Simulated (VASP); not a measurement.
LiNbO3 (lda):

```
CELL_PARAMETERS angstrom
2.57708 1.48788 4.66257
-2.57708 1.48788 4.66257
0.00000 -2.97576 4.66257
ATOMIC_POSITIONS crystal
Li 0.70547 0.70547 0.70547
Li 0.20547 0.20547 0.20547
Nb 0.98751 0.98751 0.98751
Nb 0.48751 0.48751 0.48751
O 0.88248 0.27009 0.62090
O 0.62090 0.88248 0.27009
O 0.27009 0.62090 0.88248
O 0.77009 0.38248 0.12090
O 0.38248 0.12090 0.77009
O 0.12090 0.77009 0.38248
```

```yaml
Program: VASP 6.6.1
Task: relaxation of cell and atoms
Functional: LDA
Potentials_or_basis: VASP PAW LDA potentials, release 64 (Li_sv, Nb_sv, O)
Cutoff: 600 eV
k_mesh: 6 × 6 × 6
Occupations: gaussian, width 0.1 eV
Spin: no spin polarisation
```

At the start: pressure -11.1 GPa; volume 10.73 Å³/atom.

Q: How do energy, volume and symmetry change on relaxing?

A: Over 7 steps the energy falls by 21.9 meV/atom and the volume is 10.14 Å³/atom (-5.4 %); space group R3c (No. 161, to 0.05 Å).

The path:
| step | energy change (eV) | largest force (eV/Å) | pressure (GPa) | volume (Å³) |
| --- | --- | --- | --- | --- |
| 1 | 0.0000 | 0.5689 | -11.10 | 107.27 |
| 2 | 0.2453 | 1.7275 | 19.05 | 96.14 |
| 3 | -0.1910 | 0.4809 | -0.77 | 102.61 |
| 4 | -0.1911 | 0.4941 | -0.54 | 102.52 |
| 5 | -0.2179 | 0.1012 | 0.05 | 101.47 |
| 6 | -0.2185 | 0.0503 | 0.21 | 101.28 |
| 7 | -0.2191 | 0.0359 | -0.32 | 101.45 |

Final structure:
```yaml
crystal:
  lattice:
    - [2.53363, 1.46279, 4.56210]
    - [-2.53363, 1.46279, 4.56210]
    - [0.00000, -2.92559, 4.56210]
  atoms:
    - { symbol: Li, position: [0.70537, 0.70537, 0.70537] }
    - { symbol: Li, position: [0.20537, 0.20537, 0.20537] }
    - { symbol: Nb, position: [0.98932, 0.98932, 0.98932] }
    - { symbol: Nb, position: [0.48932, 0.48932, 0.48932] }
    - { symbol: O, position: [0.88057, 0.27029, 0.62090] }
    - { symbol: O, position: [0.62090, 0.88057, 0.27029] }
    - { symbol: O, position: [0.27029, 0.62090, 0.88057] }
    - { symbol: O, position: [0.77029, 0.38057, 0.12090] }
    - { symbol: O, position: [0.38057, 0.12090, 0.77029] }
    - { symbol: O, position: [0.12090, 0.77029, 0.38057] }
```

Caveat: the cutoff is under 1.25 times the usual one of these potentials, so pressure, stress and relaxed cells hold a basis-set (Pulay) error; the relaxation stopped at a loose force limit of 0.05 eV/Å, so its end isn't a converged minimum.
